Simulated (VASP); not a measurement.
A run of VASP 6.6.1:

File INCAR:

```
PREC = Accurate
ENCUT = 520
EDIFF = 1E-8
ISMEAR = -1
SIGMA = 0.08
LREAL = False
LASPH = True
NELM = 80
ALGO = Normal
ISIF = 2
LWAVE = False
LCHARG = False
GGA = CA
LEFG = True
NBANDS = 31
```

KPOINTS

```
regular mesh
0
Gamma
  8 8 8
```

File POSCAR:

```
La3Tl
1.0
    5.0430767967      0.0000000000      0.0000000000
    0.0000000000      5.0430767967      0.0000000000
    0.0000000000      0.0000000000      5.0430767967
La Tl
3 1
Direct
    0.0000000000      0.5000000000      0.5000000000
    0.5000000000      0.0000000000      0.5000000000
    0.5000000000      0.5000000000      0.0000000000
    0.0000000000      0.0000000000      0.0000000000
```

Potentials or basis: VASP PAW LDA potentials, release 64 (La, Tl_d).

The run is started by

```sh
$ cat potpaw_LDA.64/La/POTCAR potpaw_LDA.64/Tl_d/POTCAR > POTCAR
$ mpirun -np 1 vasp_std > vasp.out
```

Hardware: 1 thread of Intel(R) Xeon(R) Platinum 8488C (Sapphire Rapids) (shared host).

How long does it take, and how much memory?

Run time: 2.4 min on 1 thread of Intel(R) Xeon(R) Platinum 8488C (Sapphire Rapids), on a shared host, peak memory 0.29 GiB. Counts: scf iterations 16, k points 35.
